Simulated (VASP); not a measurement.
A run of VASP 6.6.1 is set up as follows.

The input INCAR:

```
ALGO = Normal ; EDIFF = 1E-6
ENCUT = 500 ; GGA = PE
GGA_COMPAT = False ; ISIF = 2
ISMEAR = 0 ; LASPH = True
LCHARG = False ; LREAL = False
LWAVE = False ; NBANDS = 46
NELM = 120 ; PREC = Accurate
SIGMA = 0.01
```

File KPOINTS:

```
k-points
0
Gamma
  4 4 4
```

The input POSCAR:

```
Si
1.0
    0.0000000000      5.4271200000      5.4271200000
    5.4271200000      0.0000000000      5.4271200000
    5.4271200000      5.4271200000      0.0000000000
Si
16
Direct
    0.3750000000      0.3750000000      0.3750000000
    0.2500000000      0.2500000000      0.2500000000
    0.3750000000      0.3750000000      0.8750000000
    0.2500000000      0.2500000000      0.7500000000
    0.3750000000      0.8750000000      0.3750000000
    0.2500000000      0.7500000000      0.2500000000
    0.3750000000      0.8750000000      0.8750000000
    0.2500000000      0.7500000000      0.7500000000
    0.8750000000      0.3750000000      0.3750000000
    0.7500000000      0.2500000000      0.2500000000
    0.8750000000      0.3750000000      0.8750000000
    0.7500000000      0.2500000000      0.7500000000
    0.8750000000      0.8750000000      0.3750000000
    0.7500000000      0.7500000000      0.2500000000
    0.8750000000      0.8750000000      0.8750000000
    0.7500000000      0.7500000000      0.7500000000
```

Potentials or basis: VASP PAW PBE potentials, release 64 (Si).

Launch:

```console
$ cat potpaw_PBE.64/Si/POTCAR > POTCAR
$ mpirun -np 1 vasp_std > vasp.out
```

Predict the pressure.

2.1 GPa.

What does it give for the band gap on the k mesh?

0.61 eV.

A k mesh can miss the band edges. A hybrid or GW would open this gap; PBE tends to underestimate it.
